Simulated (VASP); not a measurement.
# AgW18S36 (a cell with a defect) in VASP: single point with PBE

Aim: the single point of AgW18S36 (a cell with a defect) with PBE.

Everything below comes from runs of VASP 6.6.1. Logs are shortened: lines on timing, memory, paths and dates and some standing lists are left out, and cuts for length are marked.

**1. The cell of the first run**

The cell holds a defect, 55 atoms: a = 9.381 Å, b = 9.381 Å, c = 12.165 Å, α = 90.00°, β = 90.00°, γ = 120.00°.

**2. Single point, PBE, collinear spin**

INCAR reads:

```
PREC = Accurate ; ENCUT = 400
EDIFF = 1E-6 ; ISMEAR = -1
SIGMA = 0.01 ; LREAL = Auto
LASPH = True ; NELM = 200
ALGO = Normal ; ISIF = 2
LWAVE = False ; LCHARG = False
ISPIN = 2 ; MAGMOM = 0.05 0.04 0.04 0.08 0.07 0.04 0.07 0.03 0.08 0.11 0.06 0.09 0.02 0.07 0.11 0.06 0.12 0.1 0 0 0 0 0 0 0 0.01 0.01 0 0 0 0 0 0 0 0 0.01 0.01 0 0.01 0.01 0 0 0 0 0 0 0 0 0.01 0.01 0 0.01 0.01 0 0.04
LORBIT = 11 ; NUPDOWN = 2.0
LMAXMIX = 4 ; GGA = PE
NELECT = 480.0 ; NBANDS = 276
GGA_COMPAT = False
```

KPOINTS reads:

```
regular mesh
0
Gamma
  1 1 1
```

POSCAR reads:

```
AgW18S36
1.0
    9.3812494643     -0.0000000850      0.0000000000
   -4.6906246585      8.1244003979      0.0000000000
    0.0000000000      0.0000000000     12.1647637133
W S Ag
18 36 1
Direct
    0.1119303248      0.2202977205      0.2573574685
    0.2223130595      0.1137176720      0.7422496057
    0.1127963144      0.5554361928      0.2572871073
    0.2180264241      0.4446093408      0.7383874482
    0.1163560340      0.8897669362      0.2611708381
    0.2206938039      0.7782522149      0.7422999902
    0.4442887404      0.2189894810      0.2609751887
    0.5549723490      0.1132551850      0.7424866726
    0.4462732338      0.5554733108      0.2598242355
    0.5550508430      0.4450665486      0.7398212000
    0.4431783147      0.8892320668      0.2609079309
    0.5549946830      0.7808666838      0.7394639193
    0.7784986492      0.2203054039      0.2571059982
    0.8886898921      0.1144213823      0.7384355487
    0.7786897956      0.5525646749      0.2602251071
    0.8908773735      0.4444724734      0.7385685616
    0.7775287081      0.8877825886      0.2599043569
    0.8872425065      0.7781518789      0.7396677907
    0.1112869965      0.2219740286      0.6091300451
    0.2239281822      0.1103138464      0.1277937225
    0.1095976582      0.2234915986      0.8715006873
    0.2222465903      0.1117833489      0.3905981070
    0.1121898073      0.5588438927      0.6085826018
    0.2243839452      0.4448689376      0.1266058738
    0.1106241808      0.5550313670      0.8723144257
    0.2217896919      0.4433810153      0.3879883682
    0.1118069764      0.8906764934      0.6116259189
    0.2234017747      0.7787013709      0.1272431833
    0.1092041990      0.8891687749      0.8729006500
    0.2219245871      0.7749768196      0.3909117785
    0.4442491584      0.2225715550      0.6111491858
    0.5549806505      0.1102151718      0.1272456738
    0.4448390919      0.2245673042      0.8736608620
    0.5576769542      0.1114786592      0.3907179669
    0.4439906997      0.5570579336      0.6092227628
    0.5536645385      0.4371503705      0.1315137228
    0.4371913455      0.5536861915      0.8675799419
    0.5557756857      0.4430688597      0.3909131544
    0.4431312645      0.8912691067      0.6109694181
    0.5522592152      0.7812761193      0.1311785728
    0.4440851707      0.8890623570      0.8734294053
    0.5551569488      0.7776623775      0.3909156370
    0.7758038904      0.2222770329      0.6088175807
    0.8887176340      0.1087698304      0.1262521874
    0.7787863319      0.2238318758      0.8721391831
    0.8894561534      0.1108285326      0.3882664563
    0.7778611632      0.5554686716      0.6089287854
    0.8894310211      0.4444117864      0.1263082469
    0.7810516165      0.5517957965      0.8680991777
    0.8904794326      0.4421571984      0.3885710556
    0.7777311943      0.8903301098      0.6086747828
    0.8967377817      0.7804380247      0.1325292054
    0.7802159611      0.8967060948      0.8678776535
    0.8899202253      0.7768347572      0.3902149079
    0.6681564174      0.6675812653     -0.0003199691
```

Potentials or basis: VASP PAW PBE potentials, release 64 (W_sv, S, Ag).

On the command line:

```
$ cat potpaw_PBE.64/W_sv/POTCAR potpaw_PBE.64/S/POTCAR potpaw_PBE.64/Ag/POTCAR > POTCAR
$ mpirun -np 1 vasp_gam > vasp.out
```

OUTCAR:

```text
PREC = Accurate
   ENCUT = 400
   EDIFF = 1E-6
   ISMEAR = -1
   LREAL = Auto
   LASPH = True
   NELM = 200
   ISIF = 2
   ISPIN = 2
   LORBIT = 11
   NUPDOWN = 2.0
   GGA = PE
   NELECT = 480.0

 ion  position               nearest neighbor table
   1  0.112  0.220  0.257-  20 2.40  22 2.41  46 2.41  26 2.41  44 2.42  24 2.42   5 3.12   7 3.12
                            13 3.13  17 3.13   3 3.14   9 3.14
   2  0.222  0.114  0.742-  21 2.40  31 2.41  19 2.41  27 2.41  33 2.41  29 2.42  10 3.12   8 3.12
                             4 3.12  14 3.13   6 3.14  18 3.15
   3  0.113  0.555  0.257-  26 2.40  24 2.41  28 2.41  50 2.41  30 2.41  48 2.41  11 3.12   5 3.12
                            15 3.12   9 3.13   1 3.14  13 3.14
   4  0.218  0.445  0.738-  37 2.37  23 2.39  19 2.40  25 2.41  35 2.42  21 2.42  16 3.07  14 3.09
                             6 3.12   2 3.12  12 3.16  10 3.16
   5  0.116  0.890  0.261-  52 2.37  30 2.39  22 2.39  28 2.41  20 2.42  54 2.42  11 3.07   7 3.08
                             3 3.12   1 3.12  15 3.17  17 3.17
   6  0.221  0.778  0.742-  27 2.40  29 2.41  25 2.41  39 2.41  23 2.41  41 2.42  16 3.11   4 3.12
                            12 3.12  18 3.13   8 3.14   2 3.14
   7  0.444  0.219  0.261-  36 2.37  34 2.39  22 2.40  38 2.41  32 2.41  20 2.41   5 3.08  11 3.09
                             1 3.12  13 3.13  15 3.13   9 3.15
   8  0.555  0.113  0.742-  31 2.40  33 2.40  45 2.41  39 2.41  41 2.42  43 2.42  10 3.11  12 3.12
                             2 3.12  14 3.13  16 3.13   6 3.14
   9  0.446  0.555  0.260-  26 2.40  38 2.41  36 2.41  42 2.41  40 2.41  24 2.42  17 3.11   3 3.13
[... 40 lines left out ...]
  40  0.552  0.781  0.131-  11 2.37  17 2.41   9 2.41  55 2.46
  41  0.444  0.889  0.873-  12 2.41   6 2.42   8 2.42
  42  0.555  0.778  0.391-  11 2.41   9 2.41  17 2.41
  43  0.776  0.222  0.609-  14 2.39  16 2.40   8 2.42
  44  0.889  0.109  0.126-  13 2.40   1 2.42  17 2.42
  45  0.779  0.224  0.872-   8 2.41  14 2.41  16 2.42
  46  0.889  0.111  0.388-  17 2.39  13 2.40   1 2.41
  47  0.778  0.555  0.609-  16 2.41  18 2.41  10 2.41
  48  0.889  0.444  0.126-  15 2.41   3 2.41  13 2.42
  49  0.781  0.552  0.868-  16 2.37  10 2.41  18 2.41  55 2.45
  50  0.890  0.442  0.389-  15 2.39  13 2.41   3 2.41
  51  0.778  0.890  0.609-  18 2.40  12 2.41  14 2.41
  52  0.897  0.780  0.133-   5 2.37  17 2.41  15 2.42  55 2.46
  53  0.780  0.897  0.868-  14 2.37  12 2.41  18 2.41  55 2.46
  54  0.890  0.777  0.390-  17 2.41  15 2.41   5 2.42
  55  0.668  0.668  1.000-  49 2.45  53 2.46  40 2.46  52 2.46  36 2.47  37 2.47

  LATTYP: Found a hexagonal cell.
 ALAT       =     9.3812494643
 C/A-ratio  =     1.2967103966

  Lattice vectors:

 A1 = (   9.3812494643,  -0.0000000850,   0.0000000000)
 A2 = (  -4.6906246585,   8.1244003979,   0.0000000000)
 A3 = (   0.0000000000,   0.0000000000,  12.1647637133)

Analysis of symmetry for initial positions (statically):
=====================================================================
 Subroutine PRICEL returns:
 Original cell was already a primitive cell.

 Routine SETGRP: Setting up the symmetry group for a
 hexagonal supercell.

 Subroutine GETGRP returns: Found  1 space group operations
[... 267 lines left out ...]

 spin component 1

 k-point     1 :       0.0000    0.0000    0.0000
  band No.  band energies     occupation
      1     -66.2726      1.00000
      2     -66.2717      1.00000
      3     -66.2610      1.00000
      4     -66.2598      1.00000
      5     -66.2547      1.00000
      6     -66.2472      1.00000
[... 244 lines left out ...]
    251       9.9064      0.00000
    252      10.1029      0.00000
 Fermi energy:         8.4534748725

 spin component 2

 k-point     1 :       0.0000    0.0000    0.0000
  band No.  band energies     occupation
      1     -66.2608      1.00000
      2     -66.2563      1.00000
      3     -66.2405      1.00000
      4     -66.2393      1.00000
      5     -66.2326      1.00000
      6     -66.2195      1.00000
[... 244 lines left out ...]
    251       9.9260      0.00000
    252      10.1630      0.00000
 [bands above 252 left out]

------------------------ aborting loop because EDIFF is reached ----------------------------------------

  FORCE on cell =-STRESS in cart. coord.  units (eV):
  Direction    XX          YY          ZZ          XY          YZ          ZX
  --------------------------------------------------------------------------------------
  -------------------------------------------------------------------------------------
  Total       70.2403374     69.2893506     44.6947246     -0.8034898      0.6505812      0.3591754
  in kB      121.3784234    119.7350760     77.2344698     -1.3884660      1.1242333      0.6206711
  external PRESSURE =     106.1159897 kB  Pullay stress =       0.0000000 kB

 VOLUME and BASIS-vectors are now :
 -----------------------------------------------------------------------------
  energy-cutoff  :      400.00
  volume of cell :      927.16
      direct lattice vectors                 reciprocal lattice vectors
     9.381249464 -0.000000085  0.000000000     0.106595610  0.061543003  0.000000000
    -4.690624658  8.124400398  0.000000000     0.000000001  0.123086007  0.000000000
     0.000000000  0.000000000 12.164763713     0.000000000  0.000000000  0.082204638

 POSITION                                       TOTAL-FORCE (eV/Angst)
 -----------------------------------------------------------------------------------
      0.01671      1.78979      3.13069        -0.167194      0.231392     -0.156200
      1.55217      0.92389      9.02929         0.118254     -0.242703      0.142408
     -1.54717      4.51259      3.12984        -0.187769      0.034666     -0.139359
     -0.04014      3.61218      8.98231        -0.192749     -0.245819     -0.126434
     -3.08200      7.22882      3.17708         0.190911      0.206477      0.131926
     -1.58011      6.32283      9.02990         0.216696     -0.017032      0.133234
[... 47 lines left out ...]
      4.70472      6.31132      4.74687         0.077444     -0.003975     -0.732034
      3.13677      5.42370     12.16087        -0.016698     -0.021131      0.016110
 -----------------------------------------------------------------------------------
    total drift:                               -0.000405      0.007031      0.000904

  FREE ENERGIE OF THE ION-ELECTRON SYSTEM (eV)
  ---------------------------------------------------
  free  energy   TOTEN  =      -411.6367241886 eV

  energy  without entropy=     -411.6154722756  energy(sigma->0) =     -411.62609823

 total charge

# of ion       s       p       d       tot
------------------------------------------
    1        2.319   6.329   3.429  12.077
    2        2.318   6.330   3.428  12.076
    3        2.319   6.330   3.429  12.078
    4        2.319   6.333   3.453  12.106
    5        2.319   6.333   3.452  12.105
    6        2.319   6.330   3.428  12.077
[... 47 lines left out ...]
   54        1.361   2.375   0.000   3.737
   55        0.448   0.358   9.282  10.088
--------------------------------------------------
tot         91.111 199.982  71.220 362.313

 magnetization (x)

# of ion       s       p       d       tot
------------------------------------------
    1        0.005   0.000   0.053   0.058
    2        0.004   0.000   0.042   0.047
    3        0.004   0.000   0.039   0.043
    4        0.003   0.001   0.086   0.091
    5        0.003   0.001   0.078   0.082
    6        0.004   0.000   0.039   0.044
[... 47 lines left out ...]
   54        0.000  -0.002   0.000  -0.001
   55        0.085   0.003  -0.003   0.085
--------------------------------------------------
tot          0.184  -0.012   1.363   1.535
```

Run time: 21 min. Hardware: 1 thread of Intel Xeon 8259CL, shared host; peak memory 0.99 GiB.

What came out:

- Free energy: -411.6367 eV
- Largest force: 0.762 eV/Å
- Net moment: 2.00 μB per cell
- Site moments: W +0.06, +0.05, +0.04, +0.09, +0.08, +0.03, +0.13, +0.07, +0.11, +0.02, +0.14 (each value once); S -0.00, +0.00, +0.01 (each value once); Ag +0.09 μB
- Valence electrons inside the program's atomic spheres: W 12.08, 12.11, 12.07, 12.09, 12.10 (each value once); S 3.74, 3.73, 3.76 (each value once); Ag 10.09

Forces on the atoms (eV/Å):
```
W   -0.167  0.231 -0.156
W    0.118 -0.243  0.142
W   -0.188  0.035 -0.139
W   -0.193 -0.246 -0.126
W    0.191  0.206  0.132
W    0.217 -0.017  0.133
W   -0.053 -0.397  0.132
W    0.220 -0.170  0.114
W   -0.211 -0.001 -0.068
W    0.112 -0.031  0.052
W   -0.429  0.317  0.149
W    0.126 -0.169  0.086
W   -0.217  0.165 -0.104
W    0.113  0.445 -0.125
W   -0.148  0.190 -0.085
W    0.423 -0.326 -0.154
W   -0.100  0.102 -0.049
W    0.222 -0.005  0.083
S   -0.060  0.062  0.561
S    0.066 -0.074  0.480
S   -0.066  0.073 -0.478
S    0.073 -0.055 -0.556
S   -0.070 -0.007  0.584
S    0.122 -0.072  0.561
S   -0.092  0.051 -0.505
S    0.042 -0.096 -0.501
S   -0.022  0.073  0.502
S    0.062 -0.044  0.510
S   -0.109  0.049 -0.559
S    0.041  0.014 -0.585
S   -0.103 -0.060  0.503
S    0.043 -0.057  0.560
S   -0.079  0.073 -0.559
S    0.084 -0.040 -0.642
S   -0.068 -0.013  0.744
S    0.007  0.063  0.471
S    0.025  0.081 -0.477
S    0.054 -0.006 -0.748
S   -0.139  0.073  0.563
S    0.138 -0.108  0.508
S   -0.055  0.082 -0.590
S    0.062 -0.027 -0.759
S   -0.081  0.034  0.621
S    0.075 -0.074  0.548
S   -0.042  0.029 -0.535
S    0.086  0.062 -0.498
S   -0.049  0.038  0.743
S    0.056 -0.077  0.563
S   -0.131  0.115 -0.508
S    0.132 -0.069 -0.542
S   -0.071  0.012  0.726
S    0.003 -0.110  0.461
S   -0.031 -0.058 -0.467
S    0.077 -0.004 -0.732
Ag  -0.017 -0.021  0.016
```

Caveat: the k points lie up to 0.77 Å⁻¹ apart; the cell carries a net charge on a neutralising background, which shifts energy and pressure; the cell is charged against a uniform background, so pressure and absolute levels hang on convention; the total moment is fixed, so each spin has its own Fermi level and the state may be an excited one.
